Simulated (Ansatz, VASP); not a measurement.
# Two plane-wave programs on BN

The input POSCAR:

```
BN
1.0
    0.0000000000      1.6679609200      1.7404809600
    1.6679609200      0.0000000000      1.7404809600
    1.6679609200      1.6679609200      0.0000000000
B N
1 1
Direct
    0.0000000000      0.0000000000      0.0000000000
    0.7500000000      0.7500000000      0.7500000000
```

File INCAR.step1:

```
SYSTEM = BN
  PREC = Accurate
  ENCUT = 520
  ISMEAR = 0
  SIGMA = 0.05
  LREAL = .FALSE.
  LASPH = .TRUE.
  NELM = 80
  NBANDS = 11
  GGA = PE
  ALGO = Normal
  EDIFF = 1E-4
  LWAVE = .TRUE.
  LCHARG = .FALSE.
```

File INCAR.step2:

```
SYSTEM = BN
  PREC = Accurate
  ENCUT = 520
  EDIFF = 1E-6
  ISMEAR = 0
  SIGMA = 0.05
  LREAL = .FALSE.
  LASPH = .TRUE.
  NELM = 80
  ALGO = Normal
  ISIF = 2
  LWAVE = .FALSE.
  LCHARG = .FALSE.
  METAGGA = R2SCAN
  LMIXTAU = .TRUE.
  NBANDS = 11
  ISTART = 1
```

KPOINTS

```
Automatic mesh
0
G
  12 12 12
  0 0 0
```

Input for Ansatz:

```yaml
crystal:
  lattice:
    - [0.0, 1.66796092, 1.74048096]
    - [1.66796092, 0.0, 1.74048096]
    - [1.66796092, 1.66796092, 0.0]
  atoms:
    - { symbol: B, position: [0.0, 0.0, 0.0] }
    - { symbol: "N", position: [0.75, 0.75, 0.75] }
basis:
  ecutwfc: 500
kpoints:
  mp_grid: { grid: [12, 12, 12] }
hamiltonian:
  xc: r2scan
scf:
  occupations: { method: gaussian, width: 0.05 }
output:
  forces: true
  stress: true
  eigenvalues: true
```

Change from the starting cell: strain -0.080 along x and y, -0.040 along z, atoms carried along.

Alike in both runs: task single point; functional r2SCAN; k mesh 12 × 12 × 12; occupations gaussian, width 0.05 eV; no spin polarisation.

|  | VASP | Ansatz |
| --- | --- | --- |
| version | VASP 6.6.1 | Ansatz 0.2.0 |
| potentials or method | VASP PAW PBE potentials, release 64 (B, N), cutoff 520 eV | scalar-relativistic, plane waves, PAW |
| valence electrons in the cell | 8 | 8 |

|  | VASP | Ansatz | Ansatz less VASP |
| --- | --- | --- | --- |
| gap on the k mesh at the Fermi level (eV) | 4.72 | 4.76 | +0.039 |
| least direct gap on the mesh (eV) | 10.24 | 10.30 | +0.060 |
| pressure (GPa) | 109.7 | 107.8 | -1.91 |
| traceless stress, the component that is largest in VASP (GPa) | -23.38 | -23.44 | -0.060 |

VASP's potentials were made for PBE, not for r2SCAN. Both programs put the cell under a high pressure, so it lies far from rest at this level.

Noted on VASP's run: the cell as given lies far from equilibrium.
